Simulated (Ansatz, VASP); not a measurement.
**Two plane-wave programs on Ge**

Contents of INCAR:

```
PREC     = Accurate       # precision mode
ENCUT    = 520            # plane-wave cutoff, eV
EDIFF    = 1E-6           # SCF threshold, eV
ISMEAR   = 0              # smearing method
SIGMA    = 0.15           # smearing width, eV
LREAL    = False          # projectors in reciprocal space
LASPH    = True           # aspherical terms in the spheres
NELM     = 80             # most SCF steps
ALGO     = Normal         # electronic algorithm
ISIF     = 2              # what is computed and relaxed
LWAVE    = False          # write WAVECAR
LCHARG   = True           # write CHGCAR
GGA      = PE             # functional
LELF     = True           # ELF
LVHAR    = True         
NBANDS   = 13             # bands
```

KPOINTS

```
regular mesh
0
Gamma
  20 20 18
```

Contents of POSCAR:

```
Ge
1.0
    1.3272915500     -2.4704902000      0.0000000000
    1.3272915500      2.4704902000      0.0000000000
    0.0000000000      0.0000000000      2.7656867750
Ge
1
Direct
    0.5000000000      0.5000000000      0.0000000000
```

Input for Ansatz:

```yaml
crystal:
  lattice:
    - [1.32729155, -2.4704902, 0.0]
    - [1.32729155, 2.4704902, 0.0]
    - [0.0, 0.0, 2.765686775]
  atoms:
    - { symbol: Ge, position: [0.5, 0.5, 0.0] }
basis:
  ecutwfc: 420
kpoints:
  mp_grid: { grid: [20, 20, 18] }
hamiltonian:
  xc: pbe
scf:
  occupations: { method: gaussian, width: 0.15 }
output:
  forces: true
  stress: true
  eigenvalues: true
```

Change from the starting cell: strain -0.050 along x and y, +0.025 along z, atoms carried along.

Alike in both runs: task single point; functional PBE; k mesh 20 × 20 × 18; occupations gaussian, width 0.15 eV; no spin polarisation.

|  | VASP | Ansatz |
| --- | --- | --- |
| version | VASP 6.6.1 | Ansatz 0.2.0 |
| potentials or method | VASP PAW PBE potentials, release 64 (Ge_d), cutoff 520 eV | scalar-relativistic, plane waves, PAW |
| valence electrons in the cell | 14 | 14 |

Ansatz gave:

| Quantity | Value |
| --- | --- |
| gap on the k mesh at the Fermi level (eV) | none |
| pressure (GPa) | 6.2 |
| traceless stress, the component that is largest in VASP (GPa) | -9.55 |

Task: Estimate VASP's values.

Result: gap on the k mesh at the Fermi level (eV): none; pressure (GPa): 6.0; traceless stress, the component that is largest in VASP (GPa): -9.57.

A gap of «none» marks a metal or a gap that the smearing closes.
